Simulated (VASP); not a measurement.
# AgAs2 (P6/mmm) in VASP: a series of runs

Runs on AgAs2. Level: PBE. Tasks: single point, relaxation of cell and atoms.

All numbers are computed with VASP 6.6.1; they aren't measurements. Logs are shortened: lines on timing, memory, paths and dates and some standing lists are left out, and cuts for length are marked.

## (1) The cell of the first run

It takes space group P6/mmm (No. 191, hexagonal). Conventional cell: a = 4.916 Å, b = 4.916 Å, c = 2.793 Å, α = 90.00°, β = 90.00°, γ = 120.00°. Within 3.7 Å of Ag (site symmetry 6/mmm) lie 2 Ag at 2.79 Å and 12 As at 3.16 Å. Within 3.7 Å of As (site symmetry -6m2) lie 5 As at 2.79 to 2.84 Å and 6 Ag at 3.16 Å.

## (2) Single point, PBE

INCAR reads:

```
SYSTEM = AgAs2
ALGO = Normal
EDIFF = 1E-7
ENCUT = 520
GGA = PE
ISIF = 2
ISMEAR = 0
LASPH = .True.
LCHARG = .True.
LELF = .True.
LREAL = .False.
LVHAR = .True.
LWAVE = .False.
NBANDS = 18
NELM = 80
PREC = Accurate
SIGMA = 0.1
```

KPOINTS reads:

```
k-points
0
Gamma
  12 12 16
  0 0 0
```

POSCAR reads:

```
AgAs2
1.0
    4.9160430790      0.0000000000      0.0000000000
   -2.4580215395      4.2574181925      0.0000000000
    0.0000000000      0.0000000000      2.7928811337
Ag As
1 2
Direct
    0.0000000000      0.0000000000      0.0000000000
    0.3333333333      0.6666666667      0.5000000000
    0.6666666667      0.3333333333      0.5000000000
```

Potentials or basis: VASP PAW PBE potentials, release 64 (Ag, As).

On the command line:

```sh
cat potpaw_PBE.64/Ag/POTCAR potpaw_PBE.64/As/POTCAR > POTCAR
mpirun -np 1 vasp_std > vasp.out
```

OUTCAR:

```text
SYSTEM = AgAs2
   EDIFF = 1E-7
   ENCUT = 520
   GGA = PE
   ISIF = 2
   ISMEAR = 0
   LASPH = .True.
   LREAL = .False.
   NELM = 80
   PREC = Accurate

 ion  position               nearest neighbor table
   1  0.000  0.000  0.000-   2 3.16   3 3.16   2 3.16   3 3.16   2 3.16   2 3.16   3 3.16   3 3.16
                             3 3.16   3 3.16   2 3.16   2 3.16
   2  0.333  0.667  0.500-   3 2.84   3 2.84   3 2.84   1 3.16   1 3.16   1 3.16   1 3.16   1 3.16
                             1 3.16
   3  0.667  0.333  0.500-   2 2.84   2 2.84   2 2.84   1 3.16   1 3.16   1 3.16   1 3.16   1 3.16
                             1 3.16

  LATTYP: Found a hexagonal cell.
 ALAT       =     4.9160430790
 C/A-ratio  =     0.5681156753

  Lattice vectors:

 A1 = (   4.9160430790,   0.0000000000,   0.0000000000)
 A2 = (  -2.4580215395,   4.2574181925,   0.0000000000)
 A3 = (   0.0000000000,   0.0000000000,   2.7928811337)

Analysis of symmetry for initial positions (statically):
=====================================================================
 Subroutine PRICEL returns:
 Original cell was already a primitive cell.

 Routine SETGRP: Setting up the symmetry group for a
 hexagonal supercell.

 Subroutine GETGRP returns: Found 24 space group operations
 (whereof 24 operations were pure point group operations)
 out of a pool of 24 trial point group operations.

The static configuration has the point symmetry D_6h.

Analysis of symmetry for dynamics (positions and initial velocities):
=====================================================================
 Subroutine PRICEL returns:
 Original cell was already a primitive cell.

 Routine SETGRP: Setting up the symmetry group for a
 hexagonal supercell.

 Subroutine GETGRP returns: Found 24 space group operations
 (whereof 24 operations were pure point group operations)
 out of a pool of 24 trial point group operations.

The dynamic configuration has the point symmetry D_6h.

 Subroutine INISYM returns: Found 24 space group operations
 (whereof 24 operations are pure point group operations),
 and found     1 'primitive' translations

----------------------------------------------------------------------------------------

                                     Primitive cell

  volume of cell :      58.4540

  direct lattice vectors                    reciprocal lattice vectors
     4.916043079  0.000000000  0.000000000     0.203415630  0.117442069  0.000000000
    -2.458021539  4.257418193  0.000000000     0.000000000  0.234884137  0.000000000
     0.000000000  0.000000000  2.792881134     0.000000000  0.000000000  0.358053190

  length of vectors
     4.916043079  4.916043079  2.792881134     0.234884137  0.234884137  0.358053190

  position of ions in fractional coordinates (direct lattice)
     0.000000000  0.000000000  0.000000000
     0.333333333  0.666666667  0.500000000
     0.666666667  0.333333333  0.500000000

  ion indices of the primitive-cell ions
   primitive index   ion index
                 1           1
                 2           2
                 3           3

----------------------------------------------------------------------------------------

 KPOINTS: k-points

Automatic generation of k-mesh.
 Grid dimensions read from file:
 generate k-points for:   12   12   16

 Generating k-lattice:

  Cartesian coordinates                     Fractional coordinates (reciprocal lattice)
     0.016951302  0.009786839  0.000000000     0.083333333  0.000000000  0.000000000
     0.000000000  0.019573678  0.000000000     0.000000000  0.083333333  0.000000000
     0.000000000  0.000000000  0.022378324     0.000000000  0.000000000  0.062500000

  Length of vectors
     0.019573678  0.019573678  0.022378324

  Shift w.r.t. Gamma in fractional coordinates (k-lattice)
     0.000000000  0.000000000  0.000000000

 Subroutine IBZKPT returns following result:
 ===========================================

 Found    171 irreducible k-points:

 Following reciprocal coordinates:
            Coordinates               Weight
  0.000000  0.000000  0.000000      1.000000
  0.083333  0.000000  0.000000      6.000000
  0.166667 -0.000000  0.000000      6.000000
  0.250000  0.000000  0.000000      6.000000
  0.333333 -0.000000  0.000000      6.000000
  0.416667 -0.000000  0.000000      6.000000
[... 16 lines left out ...]
  0.250000  0.000000  0.062500     12.000000
  0.333333 -0.000000  0.062500     12.000000
 [... further k-points ...]
   k-points           NKPTS =    171   k-points in BZ     NKDIM =    171   number of bands    NBANDS=     18
   number of dos      NEDOS =    301   number of ions     NIONS =      3
   total plane-waves  NPLWV =  38400
   dimension x,y,z NGX =    40 NGY =   40 NGZ =   24
   dimension x,y,z NGXF=    80 NGYF=   80 NGZF=   48
   ions per type =               1   2
   NGX,Y,Z   is equivalent  to a cutoff of  13.53, 13.53, 14.29 a.u.
   NGXF,Y,Z  is equivalent  to a cutoff of  27.05, 27.05, 28.57 a.u.
 SYSTEM =  AgAs2
   PREC   = accura    normal or accurate (medium, high low for compatibility)
   ISTART =      0    job   : 0-new  1-cont  2-samecut
   ICHARG =      2    charge: 1-file 2-atom 10-const
   ISPIN  =      1    spin polarized calculation?
   LNONCOLLINEAR =      F non collinear calculations
   LSORBIT =      F    spin-orbit coupling
   LASPH  =      T    aspherical Exc in radial PAW
   ENCUT  =  520.0 eV  38.22 Ry    6.18 a.u.   9.14  9.14  5.19*2*pi/ulx,y,z
   NELM   =     80;   NELMIN=  2; NELMDL= -5     # of ELM steps
   EDIFF  = 0.1E-06   stopping-criterion for ELM
   LREAL  =      F    real-space projection
   EDIFFG = 0.1E-05   stopping-criterion for IOM
   NSW    =      0    number of steps for IOM
   IBRION =     -1    ionic relax: 0-MD 1-quasi-New 2-CG
   NFREE  =      0    steps in history (QN), initial steepest desc. (CG)
   ISIF   =      2    stress and relaxation
   ISYM   =      2    0-nonsym 1-usesym 2-fastsym
   POTIM  = 0.5000    time-step for ionic-motion
   TEBEG  =    0.0;   TEEND  =   0.0 temperature during run
   PSTRESS=    0.0 pullay stress
   NELECT =      21.0000    total number of electrons
   NUPDOWN=      -1.0000    fix difference up-down
   EMIN   =  10.00;   EMAX   =-10.00  energy-range for DOS
   EFERMI =   0.00;   METHOD = LEGACY
   ISMEAR =     0;   SIGMA  =   0.10  broadening in eV -4-tet -1-fermi 0-gaus
   EFERMI_NEDOS =   21; number of points for ismear=-14 and -15
   IALGO  =     38    algorithm
   IMIX   =      4    mixing-type and parameters
     AMIX     =   0.40;   BMIX     =  1.00
     AMIX_MAG =   1.60;   BMIX_MAG =  1.00
  volume/ion in A,a.u.               =      19.48       131.49
  Fermi-wavevector in a.u.,A,eV,Ry     =   1.163795  2.199253 18.427983  1.354419
  Thomas-Fermi vector in A             =   2.300340
   LORBIT       =      0    0 simple, 1 ext, 2 COOP (PROOUT), +10 PAW based schemes
   GGA     = PE    functional components
   LHFCALC =     F    Hartree Fock is set to
   AEXX    =    0.0000 exact exchange contribution
   IVDW    =     0    specifies the selected vdW correction
   LEPSILON=     F    determine dielectric tensor
   LRPA    =     F    only Hartree local field effects (RPA)
 non-spin polarized calculation
 Gauss-broadening in eV      SIGMA  =   0.10
  energy-cutoff  :      520.00
  volume of cell :       58.45
 maximum number of plane-waves:      1596
 NGX is ok and might be reduce to    40
   NGX = 19   NGY = 19   NGZ = 11

 number of electron      21.0000002 magnetization

 Free energy of the ion-electron system (eV)
  ---------------------------------------------------
  ext. energy  EPLUGINS =         0.00000000
  ---------------------------------------------------
  free energy    TOTEN  =       -11.22860102 eV

  energy without entropy =      -11.22224652  energy(sigma->0) =      -11.22542377

 E-fermi :   6.5110     XC(G=0): -10.8937

 val. band max:        6.5079211259   @ k =   0.3333   0.1667   0.5000
 cond. band min:       6.5183510884   @ k =   0.4167  -0.0000   0.0000
 fundamental gap:      0.0104299626
 Fermi energy:         6.5109781139

 k-point     1 :       0.0000    0.0000    0.0000
  band No.  band energies     occupation
      1      -7.4168      2.00000
      2      -3.1977      2.00000
      3       0.6931      2.00000
      4       0.6931      2.00000
      5       0.8517      2.00000
      6       2.8677      2.00000
[... 10 lines left out ...]
     17      16.1781      0.00000
     18      20.5075      0.00000

 k-point     2 :       0.0833    0.0000    0.0000
  band No.  band energies     occupation
      1      -7.3726      2.00000
      2      -3.3389      2.00000
      3       0.7105      2.00000
      4       0.8369      2.00000
      5       0.8695      2.00000
      6       2.8653      2.00000
[... 10 lines left out ...]
     17      15.9502      0.00000
     18      20.3135      0.00000

 k-point     3 :       0.1667   -0.0000    0.0000
  band No.  band energies     occupation
      1      -7.2422      2.00000
      2      -3.6975      2.00000
      3       0.7629      2.00000
      4       0.8209      2.00000
      5       1.2841      2.00000
      6       2.8591      2.00000
[... 10 lines left out ...]
     17      15.9053      0.00000
     18      19.8300      0.00000

 k-point     4 :       0.2500    0.0000    0.0000
  band No.  band energies     occupation
      1      -7.0325      2.00000
      2      -4.1605      2.00000
      3       0.7750      2.00000
      4       0.8491      2.00000
      5       1.7842      2.00000
      6       2.3258      2.00000
[... 10 lines left out ...]
     17      16.0100      0.00000
     18      19.2399      0.00000

 k-point     5 :       0.3333   -0.0000    0.0000
  band No.  band energies     occupation
      1      -6.7603      2.00000
      2      -4.6430      2.00000
      3       0.6999      2.00000
      4       0.9642      2.00000
      5       1.8484      2.00000
      6       2.2687      2.00000
[... 10 lines left out ...]
     17      16.1657      0.00000
     18      18.6679      0.00000

 k-point     6 :       0.4167   -0.0000    0.0000
  band No.  band energies     occupation
      1      -6.4707      2.00000
      2      -5.0678      2.00000
      3       0.6171      2.00000
      4       1.0869      2.00000
      5       1.6270      2.00000
      6       2.0413      2.00000
[... 10 lines left out ...]
     17      16.3254      0.00000
     18      17.7730      0.00000

 k-point     7 :       0.5000    0.0000    0.0000
  band No.  band energies     occupation
      1      -6.3139      2.00000
      2      -5.2708      2.00000
      3       0.5796      2.00000
      4       1.1502      2.00000
      5       1.5592      2.00000
      6       1.9209      2.00000
[... 10 lines left out ...]
     17      16.4079      0.00000
     18      16.9307      0.00000

 k-point     8 :       0.0833    0.0833    0.0000
  band No.  band energies     occupation
      1      -7.2853      2.00000
      2      -3.5865      2.00000
      3       0.7127      2.00000
      4       0.8547      2.00000
      5       1.1610      2.00000
      6       2.8612      2.00000
[... 10 lines left out ...]
     17      15.8732      0.00000
     18      19.8280      0.00000
[... 229 lines left out ...]
     17      16.7870      0.00000
     18      16.7870      0.00000

 k-point    20 :       0.0000    0.0000    0.0625
  band No.  band energies     occupation
      1      -7.3491      2.00000
      2      -3.1308      2.00000
      3       0.7411      2.00000
      4       0.7411      2.00000
      5       0.9326      2.00000
      6       2.7551      2.00000
[... 10 lines left out ...]
     17      16.4659      0.00000
     18      20.4936      0.00000

 k-point    21 :       0.0833    0.0000    0.0625
  band No.  band energies     occupation
      1      -7.3051      2.00000
      2      -3.2721      2.00000
      3       0.7577      2.00000
      4       0.8990      2.00000
      5       0.9347      2.00000
      6       2.7395      2.00000
[... 10 lines left out ...]
     17      16.6192      0.00000
     18      20.2178      0.00000

 k-point    22 :       0.1667   -0.0000    0.0625
  band No.  band energies     occupation
      1      -7.1749      2.00000
      2      -3.6309      2.00000
      3       0.8076      2.00000
      4       0.9045      2.00000
      5       1.3226      2.00000
      6       2.6496      2.00000
[... 10 lines left out ...]
     17      16.7409      0.00000
     18      19.7336      0.00000

 k-point    23 :       0.2500    0.0000    0.0625
  band No.  band energies     occupation
      1      -6.9658      2.00000
      2      -4.0940      2.00000
      3       0.8623      2.00000
      4       0.8894      2.00000
      5       1.8102      2.00000
      6       2.3026      2.00000
[... 10 lines left out ...]
     17      16.8791      0.00000
     18      19.5906      0.00000

 k-point    24 :       0.3333   -0.0000    0.0625
  band No.  band energies     occupation
      1      -6.6943      2.00000
      2      -4.5765      2.00000
      3       0.7915      2.00000
      4       0.9979      2.00000
      5       1.8754      2.00000
      6       2.2804      2.00000
[... 10 lines left out ...]
     17      17.0438      0.00000
     18      19.0754      0.00000

 [... further k-points ...]
[... 5 lines left out ...]
  --------------------------------------------------------------------------------------
  -------------------------------------------------------------------------------------
  Total       -0.0002511     -0.0002511      0.0203806     -0.0000000      0.0000000     -0.0000000
  in kB       -0.0068813     -0.0068813      0.5586148     -0.0000000      0.0000000     -0.0000000
  external PRESSURE =       0.1816174 kB  Pullay stress =       0.0000000 kB

 VOLUME and BASIS-vectors are now :
 -----------------------------------------------------------------------------
  energy-cutoff  :      520.00
  volume of cell :       58.45
      direct lattice vectors                 reciprocal lattice vectors
     4.916043079  0.000000000  0.000000000     0.203415630  0.117442069  0.000000000
    -2.458021539  4.257418193  0.000000000     0.000000000  0.234884137  0.000000000
     0.000000000  0.000000000  2.792881134     0.000000000  0.000000000  0.358053190

 POSITION                                       TOTAL-FORCE (eV/Angst)
 -----------------------------------------------------------------------------------
      0.00000      0.00000      0.00000        -0.000000      0.000000     -0.000000
     -0.00000      2.83828      1.39644        -0.000000      0.000000     -0.000000
      2.45802      1.41914      1.39644         0.000000     -0.000000      0.000000
 -----------------------------------------------------------------------------------
    total drift:                                0.000000     -0.000000      0.000000

  FREE ENERGIE OF THE ION-ELECTRON SYSTEM (eV)
  ---------------------------------------------------
  free  energy   TOTEN  =       -11.2286010174 eV

  energy  without entropy=      -11.2222465169  energy(sigma->0) =      -11.22542377
```

Wall time 2.3 min (1 thread of Intel Xeon Platinum 8259CL at 2.50GHz (Skylake/Cascade Lake), shared host); peak memory 0.32 GiB.

Results:

```
Free energy            : -11.2286 eV
Pressure               : 0.0 GPa
Band gap on the k mesh : zero (an odd number of electrons rules out a gap without spin polarisation)
```

Levels at points of the mesh, in eV from the Fermi level:
| k point | band 8 | band 9 | band 10 | band 11 | band 12 | band 13 | band 14 | band 15 |
| --- | --- | --- | --- | --- | --- | --- | --- | --- |
| (0.00, 0.00, 0.00) | -2.38 | -2.38 | -1.69 | -1.69 | -0.18 | 3.91 | 6.78 | 9.06 |
| (0.50, 0.00, 0.00) | -3.68 | -3.65 | 0.42 | 2.53 | 2.54 | 4.91 | 5.16 | 5.60 |
| (0.00, 0.00, 0.50) | -2.72 | -2.62 | -1.99 | -1.99 | 2.71 | 2.71 | 3.54 | 5.56 |
| (0.50, 0.00, 0.50) | -3.76 | -2.58 | -1.73 | -1.60 | 2.61 | 3.01 | 3.13 | 3.91 |

Caveat: an odd number of electrons without spin polarisation forces a metal; a magnetic or distorted state may lie lower.

## (3) Single point, PBE

INCAR reads:

```
SYSTEM = AgAs2
  ALGO = Normal
  EDIFF = 1E-7
  ENCUT = 520
  GGA = PE
  ISIF = 2
  ISMEAR = -5
  LASPH = .TRUE.
  LCHARG = .TRUE.
  LELF = .TRUE.
  LREAL = .FALSE.
  LVHAR = .TRUE.
  LWAVE = .FALSE.
  NBANDS = 18
  NELM = 100
  PREC = Accurate
  SIGMA = 0.1
```

KPOINTS reads:

```
k-points
0
G
  12 12 16
  0 0 0
```

POSCAR is that of step 2.

Potentials or basis: VASP PAW PBE potentials, release 64 (Ag, As).

On the command line:

```sh
cat potpaw_PBE.64/Ag/POTCAR potpaw_PBE.64/As/POTCAR > POTCAR
mpirun -np 1 vasp_std > vasp.out
```

Run time: 2.6 min. Hardware: 1 thread of Intel Xeon Platinum 8259CL at 2.50GHz (Skylake/Cascade Lake), shared host; peak memory 0.33 GiB.

It converged, with:

* Free energy: -11.2289 eV
* Pressure: 0.0 GPa
* Band gap on the k mesh: zero (an odd number of electrons rules out a gap without spin polarisation)

Stress tensor (GPa, compression positive):
```
 0.03  0.00  0.00
 0.00  0.03  0.00
 0.00  0.00 -0.12
```

Levels at points of the mesh, in eV from the Fermi level:
```csv
k point,band 9,band 10,band 11,band 12,band 13,band 14
"(0.00, 0.00, 0.00)",-2.37,-1.68,-1.68,-0.17,3.92,6.80
"(0.50, 0.00, 0.00)",-3.64,0.44,2.54,2.55,4.93,5.17
"(0.00, 0.00, 0.50)",-2.60,-1.97,-1.97,2.72,2.72,3.55
"(0.50, 0.00, 0.50)",-2.57,-1.72,-1.59,2.61,3.02,3.15
```

Caveat: an odd number of electrons without spin polarisation forces a metal; a magnetic or distorted state may lie lower; tetrahedron occupations give inexact forces and stress in metals.

(Continued in part 2 of 2.)
